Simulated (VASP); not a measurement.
# MnO (rock salt type) (Fm-3m) in VASP: a series of runs

Runs on MnO (rock salt type). Level: PBE. Tasks: single point.

All numbers are computed with VASP 6.6.1; they aren't measurements. Logs are shortened: lines on timing, memory, paths and dates and some standing lists are left out, and cuts for length are marked.

### Step 1. The cell of the first run

The structure is cubic, space group Fm-3m (No. 225). Conventional cell: a = 4.021 Å, b = 4.021 Å, c = 4.021 Å, α = 90.00°, β = 90.00°, γ = 90.00°. Within 2.7 Å of Mn (site symmetry m-3m) lie 6 O at 2.01 Å. Within 2.7 Å of O (site symmetry m-3m) lie 6 Mn at 2.01 Å.

### Step 2. Single point, PBE

INCAR

```
SYSTEM = MnO
PREC = Accurate
ENCUT = 520
EDIFF = 1E-6
ISMEAR = -1
SIGMA = 0.06122561905347299
LREAL = .FALSE.
LASPH = .TRUE.
NELM = 100
ALGO = Normal
ISIF = 2
LWAVE = .FALSE.
LCHARG = .FALSE.
GGA = PE
NBANDS = 16
```

KPOINTS

```
regular mesh
0
G
  23 23 23
  0 0 0
```

POSCAR

```
MnO
1.0
    0.0000000000      2.0105707409      2.0105707409
    2.0105707409      0.0000000000      2.0105707409
    2.0105707409      2.0105707409      0.0000000000
Mn O
1 1
Direct
    0.0000000000      0.0000000000      0.0000000000
    0.5000000000      0.5000000000      0.5000000000
```

Potentials or basis: VASP PAW PBE potentials, release 64 (Mn_pv, O).

On the command line:

```sh
> cat potpaw_PBE.64/Mn_pv/POTCAR potpaw_PBE.64/O/POTCAR > POTCAR
> mpirun -np 1 vasp_std > vasp.out
```

OUTCAR:

```text
SYSTEM = MnO
   PREC = Accurate
   ENCUT = 520
   EDIFF = 1E-6
   ISMEAR = -1
   LREAL = .FALSE.
   LASPH = .TRUE.
   NELM = 100
   ISIF = 2
   GGA = PE

 ion  position               nearest neighbor table
   1  0.000  0.000  0.000-   2 2.01   2 2.01   2 2.01   2 2.01   2 2.01   2 2.01
   2  0.500  0.500  0.500-   1 2.01   1 2.01   1 2.01   1 2.01   1 2.01   1 2.01

  LATTYP: Found a face centered cubic cell.
 ALAT       =     4.0211414818

  Lattice vectors:

 A1 = (   0.0000000000,   2.0105707409,   2.0105707409)
 A2 = (   2.0105707409,   0.0000000000,   2.0105707409)
 A3 = (   2.0105707409,   2.0105707409,   0.0000000000)

Analysis of symmetry for initial positions (statically):
=====================================================================
 Subroutine PRICEL returns:
 Original cell was already a primitive cell.

 Routine SETGRP: Setting up the symmetry group for a
 face centered cubic supercell.

 Subroutine GETGRP returns: Found 48 space group operations
 (whereof 48 operations were pure point group operations)
 out of a pool of 48 trial point group operations.

The static configuration has the point symmetry O_h .

Analysis of symmetry for dynamics (positions and initial velocities):
=====================================================================
 Subroutine PRICEL returns:
 Original cell was already a primitive cell.

 Routine SETGRP: Setting up the symmetry group for a
 face centered cubic supercell.

 Subroutine GETGRP returns: Found 48 space group operations
 (whereof 48 operations were pure point group operations)
 out of a pool of 48 trial point group operations.

The dynamic configuration has the point symmetry O_h .

 Subroutine INISYM returns: Found 48 space group operations
 (whereof 48 operations are pure point group operations),
 and found     1 'primitive' translations

----------------------------------------------------------------------------------------

                                     Primitive cell

  volume of cell :      16.2550

  direct lattice vectors                    reciprocal lattice vectors
     0.000000000  2.010570741  2.010570741    -0.248685604  0.248685604  0.248685604
     2.010570741  0.000000000  2.010570741     0.248685604 -0.248685604  0.248685604
     2.010570741  2.010570741  0.000000000     0.248685604  0.248685604 -0.248685604

  length of vectors
     2.843376410  2.843376410  2.843376410     0.430736102  0.430736102  0.430736102

  position of ions in fractional coordinates (direct lattice)
     0.000000000  0.000000000  0.000000000
     0.500000000  0.500000000  0.500000000

  ion indices of the primitive-cell ions
   primitive index   ion index
                 1           1
                 2           2

----------------------------------------------------------------------------------------

 KPOINTS: regular mesh

Automatic generation of k-mesh.
 Grid dimensions read from file:
 generate k-points for:   23   23   23

 Generating k-lattice:

  Cartesian coordinates                     Fractional coordinates (reciprocal lattice)
    -0.010812418  0.010812418  0.010812418     0.043478261  0.000000000  0.000000000
     0.010812418 -0.010812418  0.010812418     0.000000000  0.043478261  0.000000000
     0.010812418  0.010812418 -0.010812418     0.000000000  0.000000000  0.043478261

  Length of vectors
     0.018727657  0.018727657  0.018727657

  Shift w.r.t. Gamma in fractional coordinates (k-lattice)
     0.000000000  0.000000000  0.000000000

 Subroutine IBZKPT returns following result:
 ===========================================

 Found    364 irreducible k-points:

 Following reciprocal coordinates:
            Coordinates               Weight
  0.000000  0.000000  0.000000      1.000000
  0.043478  0.000000  0.000000      8.000000
  0.086957  0.000000  0.000000      8.000000
  0.130435  0.000000  0.000000      8.000000
  0.173913  0.000000  0.000000      8.000000
  0.217391  0.000000  0.000000      8.000000
[... 16 lines left out ...]
  0.478261  0.043478  0.000000     24.000000
 -0.478261  0.043478  0.000000     24.000000
 [... further k-points ...]
   k-points           NKPTS =    364   k-points in BZ     NKDIM =    364   number of bands    NBANDS=     16
   number of dos      NEDOS =    301   number of ions     NIONS =      2
   total plane-waves  NPLWV =  13824
   dimension x,y,z NGX =    24 NGY =   24 NGZ =   24
   dimension x,y,z NGXF=    48 NGYF=   48 NGZF=   48
   ions per type =               1   1
   NGX,Y,Z   is equivalent  to a cutoff of  14.03, 14.03, 14.03 a.u.
   NGXF,Y,Z  is equivalent  to a cutoff of  28.06, 28.06, 28.06 a.u.
 SYSTEM =  MnO
   PREC   = accura    normal or accurate (medium, high low for compatibility)
   ISTART =      0    job   : 0-new  1-cont  2-samecut
   ICHARG =      2    charge: 1-file 2-atom 10-const
   ISPIN  =      1    spin polarized calculation?
   LNONCOLLINEAR =      F non collinear calculations
   LSORBIT =      F    spin-orbit coupling
   LASPH  =      T    aspherical Exc in radial PAW
   ENCUT  =  520.0 eV  38.22 Ry    6.18 a.u.   5.29  5.29  5.29*2*pi/ulx,y,z
   NELM   =    100;   NELMIN=  2; NELMDL= -5     # of ELM steps
   EDIFF  = 0.1E-05   stopping-criterion for ELM
   LREAL  =      F    real-space projection
   EDIFFG = 0.1E-04   stopping-criterion for IOM
   NSW    =      0    number of steps for IOM
   IBRION =     -1    ionic relax: 0-MD 1-quasi-New 2-CG
   NFREE  =      0    steps in history (QN), initial steepest desc. (CG)
   ISIF   =      2    stress and relaxation
   ISYM   =      2    0-nonsym 1-usesym 2-fastsym
   POTIM  = 0.5000    time-step for ionic-motion
   TEBEG  =    0.0;   TEEND  =   0.0 temperature during run
   PSTRESS=    0.0 pullay stress
   NELECT =      19.0000    total number of electrons
   NUPDOWN=      -1.0000    fix difference up-down
   EMIN   =  10.00;   EMAX   =-10.00  energy-range for DOS
   EFERMI =   0.00;   METHOD = LEGACY
   ISMEAR =    -1;   SIGMA  =   0.06  broadening in eV -4-tet -1-fermi 0-gaus
   EFERMI_NEDOS =   21; number of points for ismear=-14 and -15
   IALGO  =     38    algorithm
   IMIX   =      4    mixing-type and parameters
     AMIX     =   0.40;   BMIX     =  1.00
     AMIX_MAG =   1.60;   BMIX_MAG =  1.00
  volume/ion in A,a.u.               =       8.13        54.85
  Fermi-wavevector in a.u.,A,eV,Ry     =   1.724501  3.258834 40.462396  2.973902
  Thomas-Fermi vector in A             =   2.800178
   LORBIT       =      0    0 simple, 1 ext, 2 COOP (PROOUT), +10 PAW based schemes
   GGA     = PE    functional components
   LHFCALC =     F    Hartree Fock is set to
   AEXX    =    0.0000 exact exchange contribution
   IVDW    =     0    specifies the selected vdW correction
   LEPSILON=     F    determine dielectric tensor
   LRPA    =     F    only Hartree local field effects (RPA)
 non-spin polarized calculation
  energy-cutoff  :      520.00
  volume of cell :       16.26
 maximum number of plane-waves:       452
 NGX is ok and might be reduce to    24
   NGX = 11   NGY = 11   NGZ = 11

 number of electron      18.9999989 magnetization

 Free energy of the ion-electron system (eV)
  ---------------------------------------------------
  ext. energy  EPLUGINS =         0.00000000
  ---------------------------------------------------
  free energy    TOTEN  =       -14.81611937 eV

  energy without entropy =      -14.75729171  energy(sigma->0) =      -14.78670554

 E-fermi :  11.2738     XC(G=0): -13.7955

 val. band max:       11.2726588144   @ k =  -0.4348   0.4348   0.1304
 cond. band min:      11.2755007984   @ k =  -0.4348   0.4783   0.0435
 fundamental gap:      0.0028419841
 Fermi energy:        11.2738226941

 k-point     1 :       0.0000    0.0000    0.0000
  band No.  band energies     occupation
      1     -37.0528      2.00000
      2     -37.0528      2.00000
      3     -37.0528      2.00000
      4     -11.6072      2.00000
      5       6.1933      2.00000
      6       6.1933      2.00000
[... 8 lines left out ...]
     15      31.4605      0.00000
     16      31.4605      0.00000

 k-point     2 :       0.0435    0.0000    0.0000
  band No.  band energies     occupation
      1     -37.0575      2.00000
      2     -37.0533      2.00000
      3     -37.0533      2.00000
      4     -11.5803      2.00000
      5       6.0342      2.00000
      6       6.1059      2.00000
[... 8 lines left out ...]
     15      31.4171      0.00000
     16      31.4171      0.00000

 k-point     3 :       0.0870    0.0000    0.0000
  band No.  band energies     occupation
      1     -37.0712      2.00000
      2     -37.0547      2.00000
      3     -37.0547      2.00000
      4     -11.4993      2.00000
      5       5.6077      2.00000
      6       5.8729      2.00000
[... 8 lines left out ...]
     15      31.2662      0.00000
     16      31.2662      0.00000

 k-point     4 :       0.1304    0.0000    0.0000
  band No.  band energies     occupation
      1     -37.0927      2.00000
      2     -37.0570      2.00000
      3     -37.0570      2.00000
      4     -11.3687      2.00000
      5       5.0131      2.00000
      6       5.5536      2.00000
[... 8 lines left out ...]
     15      30.9557      0.00000
     16      30.9557      0.00000
[... 324 lines left out ...]
 k-point    22 :       0.4348    0.0435    0.0000
  band No.  band energies     occupation
      1     -37.2837      2.00000
      2     -37.0796      2.00000
      3     -37.0785      2.00000
      4     -10.0053      2.00000
      5       1.1377      2.00000
      6       3.6747      2.00000
[... 8 lines left out ...]
     15      26.5867      0.00000
     16      26.7246      0.00000

 k-point    23 :       0.4783    0.0435    0.0000
  band No.  band energies     occupation
      1     -37.2953      2.00000
      2     -37.0807      2.00000
      3     -37.0800      2.00000
      4      -9.9075      2.00000
      5       0.9313      2.00000
      6       3.6065      2.00000
[... 8 lines left out ...]
     15      26.2980      0.00000
     16      26.4828      0.00000

 k-point    24 :      -0.4783    0.0435    0.0000
  band No.  band energies     occupation
      1     -37.2982      2.00000
      2     -37.0820      2.00000
      3     -37.0794      2.00000
      4      -9.8820      2.00000
      5       0.8785      2.00000
      6       3.6024      2.00000
[... 8 lines left out ...]
     15      26.2072      0.00000
     16      26.4380      0.00000

 [... further k-points ...]

------------------------ aborting loop because EDIFF is reached ----------------------------------------

  FORCE on cell =-STRESS in cart. coord.  units (eV):
  Direction    XX          YY          ZZ          XY          YZ          ZX
  --------------------------------------------------------------------------------------
  -------------------------------------------------------------------------------------
  Total        1.8959187      1.8959187      1.8959187      0.0000000      0.0000000     -0.0000000
  in kB      186.8711314    186.8711314    186.8711314      0.0000000      0.0000000     -0.0000000
  external PRESSURE =     186.8711314 kB  Pullay stress =       0.0000000 kB

 VOLUME and BASIS-vectors are now :
 -----------------------------------------------------------------------------
  energy-cutoff  :      520.00
  volume of cell :       16.26
      direct lattice vectors                 reciprocal lattice vectors
     0.000000000  2.010570741  2.010570741    -0.248685604  0.248685604  0.248685604
     2.010570741  0.000000000  2.010570741     0.248685604 -0.248685604  0.248685604
     2.010570741  2.010570741  0.000000000     0.248685604  0.248685604 -0.248685604

 POSITION                                       TOTAL-FORCE (eV/Angst)
 -----------------------------------------------------------------------------------
      0.00000      0.00000      0.00000        -0.000000     -0.000000      0.000000
      2.01057      2.01057      2.01057         0.000000      0.000000     -0.000000
 -----------------------------------------------------------------------------------
    total drift:                                0.000000     -0.000000     -0.000000

  FREE ENERGIE OF THE ION-ELECTRON SYSTEM (eV)
  ---------------------------------------------------
  free  energy   TOTEN  =       -14.8161193662 eV

  energy  without entropy=      -14.7572917053  energy(sigma->0) =      -14.78670554
```

Wall time 2 min (1 thread of Intel Xeon 8259CL, shared host); peak memory 0.22 GiB.

The run converged, but its numbers aren't listed here, since they failed a check.

Caveat: the cell stands under pressure; an odd number of electrons without spin polarisation forces a metal; a magnetic or distorted state may lie lower; the run has no spin polarisation, though such a crystal can be magnetic; semilocal functionals often make such compounds metallic where correlation or magnetic order opens a gap, which also shifts bond lengths.

### Step 3. Single point, PBE

This run uses another cell than the first one, of 8.30 Å³/atom.

INCAR

```
SYSTEM = MnO
PREC = Accurate ; ENCUT = 520
EDIFF = 1E-6 ; ISMEAR = -1
SIGMA = 0.06122561905347299 ; LREAL = .False.
LASPH = .True. ; NELM = 100
ALGO = Normal ; ISIF = 2
LWAVE = .False. ; LCHARG = .True.
GGA = PE ; LELF = .True.
LVHAR = .True. ; NBANDS = 16
```

KPOINTS

```
Automatic mesh
0
Gamma
  23 23 23
  0 0 0
```

POSCAR

```
MnO
1.0
    0.0000000000      2.0247301563      2.0247301563
    2.0247301563      0.0000000000      2.0247301563
    2.0247301563      2.0247301563      0.0000000000
Mn O
1 1
Direct
    0.0000000000      0.0000000000      0.0000000000
    0.5000000000      0.5000000000      0.5000000000
```

Potentials or basis: VASP PAW PBE potentials, release 64 (Mn_pv, O).

On the command line:

```sh
> cat potpaw_PBE.64/Mn_pv/POTCAR potpaw_PBE.64/O/POTCAR > POTCAR
> mpirun -np 1 vasp_std > vasp.out
```

Wall time 2.1 min (1 thread of Intel Xeon 8259CL, shared host); peak memory 0.22 GiB.

The run converged. Its results:

- Free energy: -14.8499 eV
- Pressure: 12.1 GPa
- Band gap on the k mesh: zero (an odd number of electrons rules out a gap without spin polarisation)

Levels at points of the mesh, in eV from the Fermi level:
| k point | band 7 | band 8 | band 9 | band 10 | band 11 | band 12 | band 13 | band 14 |
| --- | --- | --- | --- | --- | --- | --- | --- | --- |
| (0.00, 0.00, 0.00) | -4.98 | -1.87 | -1.86 | -1.86 | -1.01 | -1.01 | 1.93 | 15.59 |

Caveat: the cell stands under pressure; an odd number of electrons without spin polarisation forces a metal; a magnetic or distorted state may lie lower; the run has no spin polarisation, though such a crystal can be magnetic; semilocal functionals often make such compounds metallic where correlation or magnetic order opens a gap, which also shifts bond lengths. Spin polarisation is off, so any magnetic state and its effect on volume and gap are missing.

### Step 4. Single point, PBE

This run uses another cell than the first one, of 8.30 Å³/atom.

INCAR

```
  PREC = Accurate
  ENCUT = 520
  EDIFF = 1E-6
  ISMEAR = -1
  SIGMA = 0.06122561905347299
  LREAL = F
  LASPH = T
  NELM = 60
  ALGO = Normal
  ISIF = 2
  LWAVE = F
  LCHARG = F
  GGA = PE
  NBANDS = 16
```

KPOINTS

```
Automatic mesh
0
Gamma
  23 23 23
```

POSCAR is that of step 3.

On the command line:

```sh
> cat potpaw_PBE.64/Mn_pv/POTCAR potpaw_PBE.64/O/POTCAR > POTCAR
> mpirun -np 1 vasp_std > vasp.out
```

Run time: 2.2 min. Hardware: 1 thread of Intel Xeon 8259CL, shared host; peak memory 0.22 GiB.

It converged, with:

```
Free energy            : -14.8499 eV
Pressure               : 12.1 GPa
Band gap on the k mesh : zero (an odd number of electrons rules out a gap without spin polarisation)
```

Levels at points of the mesh, in eV from the Fermi level:
```tsv
k point	band 8	band 9	band 10	band 11	band 12	band 13
(0.00, 0.00, 0.00)	-1.87	-1.86	-1.86	-1.01	-1.01	1.93
```

Caveat: the cell stands under pressure; an odd number of electrons without spin polarisation forces a metal; a magnetic or distorted state may lie lower; the run has no spin polarisation, though such a crystal can be magnetic; semilocal functionals often make such compounds metallic where correlation or magnetic order opens a gap, which also shifts bond lengths. Spin polarisation is off, so any magnetic state and its effect on volume and gap are missing.
